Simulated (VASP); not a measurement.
Crystal: ZnS.

```xyz
2
Lattice="0.0000 2.7020 2.7020 2.7020 0.0000 2.7020 2.7020 2.7020 0.0000" Properties=species:S:1:pos:R:3 pbc="T T T"
Zn    4.0530    4.0530    4.0530
S     0.0000    0.0000    0.0000
```

| Property | Result |
| --- | --- |
| Program | VASP 6.6.1 |
| Task | relaxation of cell and atoms |
| Functional | PBE |
| Potentials or basis | VASP PAW PBE potentials, release 64 (Zn, S) |
| Cutoff | 600 eV |
| k mesh | 9 × 9 × 9 |
| Occupations | fermi-dirac, width 0.05 eV |
| Spin | no spin polarisation |

At the start: pressure 1.8 GPa; volume 19.73 Å³/atom.

Q: How do energy, volume and symmetry change on relaxing?

A: Over 3 steps the energy falls by 2.6 meV/atom and the volume is 20.20 Å³/atom (+2.4 %); space group F-43m (No. 216, to 0.1 Å) before and after.

Step by step:
| step | energy change (eV) | largest force (eV/Å) | pressure (GPa) | volume (Å³) |
| --- | --- | --- | --- | --- |
| 1 | 0.0000 | 0.0000 | 1.76 | 39.45 |
| 2 | -0.0046 | 0.0000 | -0.50 | 40.71 |
| 3 | -0.0051 | 0.0000 | 0.00 | 40.41 |

Final structure:
```xyz
2
Lattice="0.0000 2.7236 2.7236 2.7236 0.0000 2.7236 2.7236 2.7236 0.0000" Properties=species:S:1:pos:R:3 pbc="T T T"
Zn    4.0854    4.0854    4.0854
S     0.0000    0.0000    0.0000
```
